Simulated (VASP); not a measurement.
Crystal: ZrTi3C4.

```
CELL_PARAMETERS angstrom
3.39794 0.00000 0.00000
0.00000 4.80541 0.00000
0.00000 0.00000 6.79588
ATOMIC_POSITIONS crystal
Zr 0.50000 0.50000 0.50000
Ti 0.00000 0.00000 0.25000
Ti 0.00000 0.00000 0.75000
Ti 0.50000 0.50000 0.00000
C 0.00000 0.50000 0.75000
C 0.50000 0.00000 0.00000
C 0.00000 0.50000 0.25000
C 0.50000 0.00000 0.50000
```

| Item | Value |
| --- | --- |
| Program | VASP 6.6.1 |
| Task | relaxation of cell and atoms |
| Functional | PBE |
| Potentials or basis | VASP PAW PBE potentials, release 64 (Zr_sv, Ti_sv, C) |
| Cutoff | 600 eV |
| k mesh | 6 × 4 × 4 |
| Occupations | gaussian, width 0.1 eV |
| Spin | no spin polarisation |

At the start: pressure -34.2 GPa; volume 13.87 Å³/atom.

Task: How do energy, volume and symmetry change on relaxing?

Result: Over 9 steps the energy falls by 395.2 meV/atom and the volume is 10.95 Å³/atom (-21.0 %); space group Pmmm (No. 47, to 0.1 Å) before and after.

The path:
| step | energy change (eV) | largest force (eV/Å) | pressure (GPa) | volume (Å³) |
| --- | --- | --- | --- | --- |
| 1 | 0.0000 | 0.6864 | -34.17 | 110.97 |
| 2 | 0.7840 | 1.8714 | 84.33 | 69.92 |
| 3 | -3.0500 | 1.2778 | -2.03 | 88.59 |
| 4 | -3.0570 | 1.2984 | -0.16 | 87.86 |
| 5 | -3.0570 | 1.3106 | 1.00 | 87.43 |
| 6 | -3.1576 | 0.1579 | 1.27 | 87.12 |
| 7 | -3.1591 | 0.0739 | 1.36 | 87.08 |
| 8 | -3.1591 | 0.0108 | -1.58 | 88.16 |
| 9 | -3.1618 | 0.0347 | -0.11 | 87.61 |

Final structure:
```cif
data_structure
_symmetry_space_group_name_H-M 'P 1'
_symmetry_Int_Tables_number 1
_cell_length_a 3.1502
_cell_length_b 4.4395
_cell_length_c 6.2647
_cell_angle_alpha 90.000
_cell_angle_beta 90.000
_cell_angle_gamma 90.000
_cell_volume 87.61
loop_
_atom_site_label
_atom_site_type_symbol
_atom_site_fract_x
_atom_site_fract_y
_atom_site_fract_z
_atom_site_occupancy
Zr1 Zr 0.50000 0.50000 0.50000 1
Ti1 Ti 0.00000 0.00000 0.24413 1
Ti2 Ti 0.00000 0.00000 0.75587 1
Ti3 Ti 0.50000 0.50000 0.00000 1
C1 C 0.00000 0.50000 0.76283 1
C2 C 0.50000 0.00000 0.00000 1
C3 C 0.00000 0.50000 0.23717 1
C4 C 0.50000 0.00000 0.50000 1
```

Caveat: the volume moved by over 15 % at a fixed basis, so the end points are rough.
